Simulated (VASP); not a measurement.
# AlO2 (Fd-3m) in VASP: a series of runs

Runs on AlO2. Level: PBE. Tasks: single point, relaxation of cell and atoms.

All numbers are computed with VASP 6.6.1; they aren't measurements. Logs are shortened: lines on timing, memory, paths and dates and some standing lists are left out, and cuts for length are marked.

### Step 1. The cell of the first run

Symmetry: Fd-3m, No. 227, cubic system. The conventional cell has a = 6.791 Å, b = 6.791 Å, c = 6.791 Å, α = 90.00°, β = 90.00°, γ = 90.00°. Al (site symmetry -43m) has 12 O at 2.82 Å and 4 Al at 2.94 Å within 3.7 Å. Within 3.2 Å of O (site symmetry -3m) lie 6 O at 2.40 Å and 6 Al at 2.82 Å.

### Step 2. Single point, PBE

The input, INCAR:

```
SYSTEM = AlO2
ALGO     = Normal         ! electronic algorithm
EDIFF    = 1E-6           ! SCF threshold, eV
ENCUT    = 520            ! plane-wave cutoff, eV
GGA      = PE             ! functional
ISIF     = 2              ! what is computed and relaxed
ISMEAR   = 0              ! smearing method
LASPH    = .True.         ! aspherical terms in the spheres
LCHARG   = .False.        ! write CHGCAR
LREAL    = .False.        ! projectors in reciprocal space
LWAVE    = .False.        ! write WAVECAR
NBANDS   = 24             ! bands
NELM     = 60             ! most SCF steps
PREC     = Accurate       ! precision mode
SIGMA    = 0.1            ! smearing width, eV
```

The input, KPOINTS:

```
k-points
0
Gamma
  4 4 4
  0 0 0
```

The input, POSCAR:

```
AlO2
1.0
    0.0000000000      3.3952700600      3.3952700600
    3.3952700600      0.0000000000      3.3952700600
    3.3952700600      3.3952700600      0.0000000000
Al O
2 4
Direct
    0.2500000000      0.2500000000      0.2500000000
    0.0000000000      0.0000000000      0.0000000000
    0.6250000000      0.1250000000      0.6250000000
    0.6250000000      0.6250000000      0.1250000000
    0.1250000000      0.6250000000      0.6250000000
    0.6250000000      0.6250000000      0.6250000000
```

Potentials or basis: VASP PAW PBE potentials, release 64 (Al, O).

Started as:

```sh
> cat potpaw_PBE.64/Al/POTCAR potpaw_PBE.64/O/POTCAR > POTCAR
> mpirun -np 1 vasp_std > vasp.out
```

OUTCAR:

```text
SYSTEM = AlO2
   EDIFF = 1E-6
   ENCUT = 520
   GGA = PE
   ISIF = 2
   ISMEAR = 0
   LASPH = .True.
   LREAL = .False.
   NELM = 60
   PREC = Accurate

 ion  position               nearest neighbor table
   1  0.250  0.250  0.250-   2 2.94   2 2.94   2 2.94   2 2.94
   2  0.000  0.000  0.000-   1 2.94   1 2.94   1 2.94   1 2.94
   3  0.625  0.125  0.625-
   4  0.625  0.625  0.125-
   5  0.125  0.625  0.625-
   6  0.625  0.625  0.625-

  LATTYP: Found a face centered cubic cell.
 ALAT       =     6.7905401200

  Lattice vectors:

 A1 = (   0.0000000000,   3.3952700600,   3.3952700600)
 A2 = (   3.3952700600,   0.0000000000,   3.3952700600)
 A3 = (   3.3952700600,   3.3952700600,   0.0000000000)

Analysis of symmetry for initial positions (statically):
=====================================================================
 Subroutine PRICEL returns:
 Original cell was already a primitive cell.

 Routine SETGRP: Setting up the symmetry group for a
 face centered cubic supercell.

 Subroutine GETGRP returns: Found 48 space group operations
 (whereof 24 operations were pure point group operations)
 out of a pool of 48 trial point group operations.

The static configuration has the point symmetry T_d .
 The point group associated with its full space group is O_h .

Analysis of symmetry for dynamics (positions and initial velocities):
=====================================================================
 Subroutine PRICEL returns:
 Original cell was already a primitive cell.

 Routine SETGRP: Setting up the symmetry group for a
 face centered cubic supercell.

 Subroutine GETGRP returns: Found 48 space group operations
 (whereof 24 operations were pure point group operations)
 out of a pool of 48 trial point group operations.

The dynamic configuration has the point symmetry T_d .
 The point group associated with its full space group is O_h .

 Subroutine INISYM returns: Found 48 space group operations
 (whereof 24 operations are pure point group operations),
 and found     1 'primitive' translations

----------------------------------------------------------------------------------------

                                     Primitive cell

  volume of cell :      78.2804

  direct lattice vectors                    reciprocal lattice vectors
     0.000000000  3.395270060  3.395270060    -0.147263691  0.147263691  0.147263691
     3.395270060  0.000000000  3.395270060     0.147263691 -0.147263691  0.147263691
     3.395270060  3.395270060  0.000000000     0.147263691  0.147263691 -0.147263691

  length of vectors
     4.801636967  4.801636967  4.801636967     0.255068194  0.255068194  0.255068194

  position of ions in fractional coordinates (direct lattice)
     0.250000000  0.250000000  0.250000000
     0.000000000  0.000000000  0.000000000
     0.625000000  0.125000000  0.625000000
     0.625000000  0.625000000  0.125000000
     0.125000000  0.625000000  0.625000000
     0.625000000  0.625000000  0.625000000

  ion indices of the primitive-cell ions
   primitive index   ion index
                 1           1
                 2           2
                 3           3
                 4           4
                 5           5
                 6           6

----------------------------------------------------------------------------------------

 KPOINTS: k-points

Automatic generation of k-mesh.
 Grid dimensions read from file:
 generate k-points for:    4    4    4

 Generating k-lattice:

  Cartesian coordinates                     Fractional coordinates (reciprocal lattice)
    -0.036815923  0.036815923  0.036815923     0.250000000  0.000000000  0.000000000
     0.036815923 -0.036815923  0.036815923     0.000000000  0.250000000  0.000000000
     0.036815923  0.036815923 -0.036815923     0.000000000  0.000000000  0.250000000

  Length of vectors
     0.063767049  0.063767049  0.063767049

  Shift w.r.t. Gamma in fractional coordinates (k-lattice)
     0.000000000  0.000000000  0.000000000

 Subroutine IBZKPT returns following result:
 ===========================================

 Found      8 irreducible k-points:

 Following reciprocal coordinates:
            Coordinates               Weight
  0.000000  0.000000  0.000000      1.000000
  0.250000  0.000000  0.000000      8.000000
  0.500000  0.000000  0.000000      4.000000
  0.250000  0.250000  0.000000      6.000000
  0.500000  0.250000  0.000000     24.000000
 -0.250000  0.250000  0.000000     12.000000
  0.500000  0.500000  0.000000      3.000000
 -0.250000  0.500000  0.250000      6.000000
   k-points           NKPTS =      8   k-points in BZ     NKDIM =      8   number of bands    NBANDS=     24
   number of dos      NEDOS =    301   number of ions     NIONS =      6
   total plane-waves  NPLWV =  46656
   dimension x,y,z NGX =    36 NGY =   36 NGZ =   36
   dimension x,y,z NGXF=    72 NGYF=   72 NGZF=   72
   ions per type =               2   4
   NGX,Y,Z   is equivalent  to a cutoff of  12.46, 12.46, 12.46 a.u.
   NGXF,Y,Z  is equivalent  to a cutoff of  24.93, 24.93, 24.93 a.u.
 SYSTEM =  AlO2
   PREC   = accura    normal or accurate (medium, high low for compatibility)
   ISTART =      0    job   : 0-new  1-cont  2-samecut
   ICHARG =      2    charge: 1-file 2-atom 10-const
   ISPIN  =      1    spin polarized calculation?
   LNONCOLLINEAR =      F non collinear calculations
   LSORBIT =      F    spin-orbit coupling
   LASPH  =      T    aspherical Exc in radial PAW
   ENCUT  =  520.0 eV  38.22 Ry    6.18 a.u.   8.93  8.93  8.93*2*pi/ulx,y,z
   NELM   =     60;   NELMIN=  2; NELMDL= -5     # of ELM steps
   EDIFF  = 0.1E-05   stopping-criterion for ELM
   LREAL  =      F    real-space projection
   EDIFFG = 0.1E-04   stopping-criterion for IOM
   NSW    =      0    number of steps for IOM
   IBRION =     -1    ionic relax: 0-MD 1-quasi-New 2-CG
   NFREE  =      0    steps in history (QN), initial steepest desc. (CG)
   ISIF   =      2    stress and relaxation
   ISYM   =      2    0-nonsym 1-usesym 2-fastsym
   POTIM  = 0.5000    time-step for ionic-motion
   TEBEG  =    0.0;   TEEND  =   0.0 temperature during run
   PSTRESS=    0.0 pullay stress
   NELECT =      30.0000    total number of electrons
   NUPDOWN=      -1.0000    fix difference up-down
   EMIN   =  10.00;   EMAX   =-10.00  energy-range for DOS
   EFERMI =   0.00;   METHOD = LEGACY
   ISMEAR =     0;   SIGMA  =   0.10  broadening in eV -4-tet -1-fermi 0-gaus
   EFERMI_NEDOS =   21; number of points for ismear=-14 and -15
   IALGO  =     38    algorithm
   IMIX   =      4    mixing-type and parameters
     AMIX     =   0.40;   BMIX     =  1.00
     AMIX_MAG =   1.60;   BMIX_MAG =  1.00
  volume/ion in A,a.u.               =      13.05        88.04
  Fermi-wavevector in a.u.,A,eV,Ry     =   1.189134  2.247138 19.239189  1.414041
  Thomas-Fermi vector in A             =   2.325248
   LORBIT       =      0    0 simple, 1 ext, 2 COOP (PROOUT), +10 PAW based schemes
   GGA     = PE    functional components
   LHFCALC =     F    Hartree Fock is set to
   AEXX    =    0.0000 exact exchange contribution
   IVDW    =     0    specifies the selected vdW correction
   LEPSILON=     F    determine dielectric tensor
   LRPA    =     F    only Hartree local field effects (RPA)
 non-spin polarized calculation
 Gauss-broadening in eV      SIGMA  =   0.10
  energy-cutoff  :      520.00
  volume of cell :       78.28
 maximum number of plane-waves:      2148
   NGX = 17   NGY = 17   NGZ = 17

 number of electron      30.0000023 magnetization

 Free energy of the ion-electron system (eV)
  ---------------------------------------------------
  ext. energy  EPLUGINS =         0.00000000
  ---------------------------------------------------
  free energy    TOTEN  =       -21.82801990 eV

  energy without entropy =      -21.80110101  energy(sigma->0) =      -21.81456046

 E-fermi :   3.3186     XC(G=0): -10.1404

 val. band max:        3.2575385377   @ k =   0.5000   0.0000   0.0000
 cond. band min:       3.3332698165   @ k =   0.2500   0.2500   0.0000
 fundamental gap:      0.0757312788
 Fermi energy:         3.3185710098

 k-point     1 :       0.0000    0.0000    0.0000
  band No.  band energies     occupation
      1     -15.1405      2.00000
      2     -12.7481      2.00000
      3     -12.7481      2.00000
      4     -12.7481      2.00000
      5      -1.9544      2.00000
      6      -1.3359      2.00000
[... 16 lines left out ...]
     23      10.9638      0.00000
     24      10.9638      0.00000

 k-point     2 :       0.2500    0.0000    0.0000
  band No.  band energies     occupation
      1     -14.9175      2.00000
      2     -13.0781      2.00000
      3     -12.7619      2.00000
      4     -12.7619      2.00000
      5      -2.4090      2.00000
      6      -1.4110      2.00000
[... 16 lines left out ...]
     23      10.8228      0.00000
     24      10.8228      0.00000

 k-point     3 :       0.5000    0.0000    0.0000
  band No.  band energies     occupation
      1     -14.5795      2.00000
      2     -13.5191      2.00000
      3     -12.7756      2.00000
      4     -12.7756      2.00000
      5      -2.8263      2.00000
      6      -0.7249      2.00000
[... 16 lines left out ...]
     23      10.6809      0.00000
     24      12.4528      0.00000

 k-point     4 :       0.2500    0.2500    0.0000
  band No.  band energies     occupation
      1     -14.8325      2.00000
      2     -13.1624      2.00000
      3     -12.7834      2.00000
      4     -12.7834      2.00000
      5      -2.4326      2.00000
      6      -1.3455      2.00000
[... 16 lines left out ...]
     23      10.6891      0.00000
     24      10.6891      0.00000

 k-point     5 :       0.5000    0.2500    0.0000
  band No.  band energies     occupation
      1     -14.4353      2.00000
      2     -13.6402      2.00000
      3     -12.8193      2.00000
      4     -12.7971      2.00000
      5      -2.5908      2.00000
      6      -1.5417      2.00000
[... 16 lines left out ...]
     23      10.8237      0.00000
     24      11.2514      0.00000

 k-point     6 :      -0.2500    0.2500    0.0000
  band No.  band energies     occupation
      1     -14.5985      2.00000
      2     -13.4576      2.00000
      3     -12.8188      2.00000
      4     -12.7755      2.00000
      5      -2.5848      2.00000
      6      -1.3710      2.00000
[... 16 lines left out ...]
     23      10.9631      0.00000
     24      11.3710      0.00000

 k-point     7 :       0.5000    0.5000    0.0000
  band No.  band energies     occupation
      1     -14.0460      2.00000
      2     -14.0460      2.00000
      3     -12.8184      2.00000
      4     -12.8184      2.00000
      5      -2.2721      2.00000
      6      -2.2721      2.00000
[... 16 lines left out ...]
     23      11.0415      0.00000
     24      11.0415      0.00000

 k-point     8 :      -0.2500    0.5000    0.2500
  band No.  band energies     occupation
      1     -14.0416      2.00000
      2     -14.0416      2.00000
      3     -12.8262      2.00000
      4     -12.8262      2.00000
      5      -2.1905      2.00000
      6      -2.1905      2.00000
[... 16 lines left out ...]
     23      11.2411      0.00000
     24      11.2411      0.00000

------------------------ aborting loop because EDIFF is reached ----------------------------------------

  FORCE on cell =-STRESS in cart. coord.  units (eV):
  Direction    XX          YY          ZZ          XY          YZ          ZX
  --------------------------------------------------------------------------------------
  -------------------------------------------------------------------------------------
  Total       -8.9418791     -8.9418791     -8.9418791      0.0000000      0.0000000      0.0000000
  in kB     -183.0148837   -183.0148837   -183.0148837      0.0000000      0.0000000      0.0000000
  external PRESSURE =    -183.0148837 kB  Pullay stress =       0.0000000 kB

 VOLUME and BASIS-vectors are now :
 -----------------------------------------------------------------------------
  energy-cutoff  :      520.00
  volume of cell :       78.28
      direct lattice vectors                 reciprocal lattice vectors
     0.000000000  3.395270060  3.395270060    -0.147263691  0.147263691  0.147263691
     3.395270060  0.000000000  3.395270060     0.147263691 -0.147263691  0.147263691
     3.395270060  3.395270060  0.000000000     0.147263691  0.147263691 -0.147263691

 POSITION                                       TOTAL-FORCE (eV/Angst)
 -----------------------------------------------------------------------------------
      1.69764      1.69764      1.69764         0.000000      0.000000      0.000000
      0.00000      0.00000      0.00000        -0.000000     -0.000000     -0.000000
      2.54645      4.24409      2.54645         0.000000      0.000000      0.000000
      2.54645      2.54645      4.24409         0.000000      0.000000      0.000000
      4.24409      2.54645      2.54645         0.000000      0.000000      0.000000
      4.24409      4.24409      4.24409         0.000000      0.000000      0.000000
 -----------------------------------------------------------------------------------
    total drift:                                0.000000      0.000000      0.000000

  FREE ENERGIE OF THE ION-ELECTRON SYSTEM (eV)
  ---------------------------------------------------
  free  energy   TOTEN  =       -21.8280199039 eV

  energy  without entropy=      -21.8011010096  energy(sigma->0) =      -21.81456046
```

It used 15 s of CPU time on 1 thread of AMD EPYC 7R13 Processor (Zen 3), with other jobs on the host.

Results:

```
Free energy            : -21.8280 eV
Pressure               : -18.3 GPa
Band gap on the k mesh : zero (band 15 reaches 3.87 eV, above the bottom of band 16 at 3.21 eV)
```

Caveat: the k points lie up to 0.40 Å⁻¹ apart.

### Step 3. Single point, PBE, collinear spin, ferromagnetic start

This run uses another cell than the first one, of 10.16 Å³/atom, 0.779 times its volume.

The input, INCAR:

```
SYSTEM = AlO2
PREC = Accurate ; ENCUT = 520
EDIFF = 1E-6 ; ISMEAR = 0
SIGMA = 0.1 ; LREAL = .False.
LASPH = .True. ; NELM = 150
ALGO = Normal ; ISIF = 2
LWAVE = .False. ; LCHARG = .False.
ISPIN = 2 ; MAGMOM = 0 0 1 1 1 1
LORBIT = 11 ; GGA = PE
NBANDS = 28
```

The input, KPOINTS:

```
regular mesh
0
Gamma
  4 4 4
  0 0 0
```

POSCAR, as its differences from that of step 2:

```diff
@@ -2,5 +2,5 @@
 1.0
-    0.0000000000      3.3952700600      3.3952700600
-    3.3952700600      0.0000000000      3.3952700600
-    3.3952700600      3.3952700600      0.0000000000
+    0.0000000000      3.1237446228      3.1237446228
+    3.1237446228      0.0000000000      3.1237446228
+    3.1237446228      3.1237446228      0.0000000000
 Al O
```

Potentials or basis: VASP PAW PBE potentials, release 64 (Al, O).

Started as:

```sh
> cat potpaw_PBE.64/Al/POTCAR potpaw_PBE.64/O/POTCAR > POTCAR
> mpirun -np 1 vasp_std > vasp.out
```

It used 36 s of CPU time on 1 thread of AMD EPYC 7R13 Processor (Zen 3), with other jobs on the host.

Results (log left out):

| Item | Value |
| --- | --- |
| Free energy | -23.0802 eV |
| Pressure | -0.4 GPa |
| Band gap on the k mesh | zero (filled and empty bands overlap) |
| Net moment | -0.01 μB per cell |
| Valence electrons inside the program's atomic spheres | Al 0.63; O 4.75 |

Levels at points of the mesh, in eV from the Fermi level:
Spin up:
```tsv
k point	band 10	band 11	band 12	band 13	band 14	band 15	band 16	band 17	band 18	band 19
(0.00, 0.00, 0.00)	-4.42	-4.42	-0.15	-0.15	-0.15	0.81	0.81	0.81	1.34	1.34
(0.50, 0.00, 0.00)	-3.37	-2.56	-2.56	-2.29	-1.79	-0.12	0.54	0.72	0.72	3.66
(0.50, 0.50, 0.00)	-3.48	-2.47	-2.47	-2.26	-2.26	0.59	0.59	0.88	0.88	3.52
```
Spin down:
```tsv
k point	band 12	band 13	band 14	band 15	band 16	band 17	band 18	band 19
(0.00, 0.00, 0.00)	-0.15	-0.15	-0.15	0.79	0.79	0.79	1.35	1.35
(0.50, 0.00, 0.00)	-2.57	-2.30	-1.80	-0.12	0.54	0.70	0.70	3.66
(0.50, 0.50, 0.00)	-2.48	-2.27	-2.27	0.58	0.58	0.88	0.88	3.52
```

Caveat: the k points lie up to 0.44 Å⁻¹ apart.

(Part 1 of 2 ends here.)
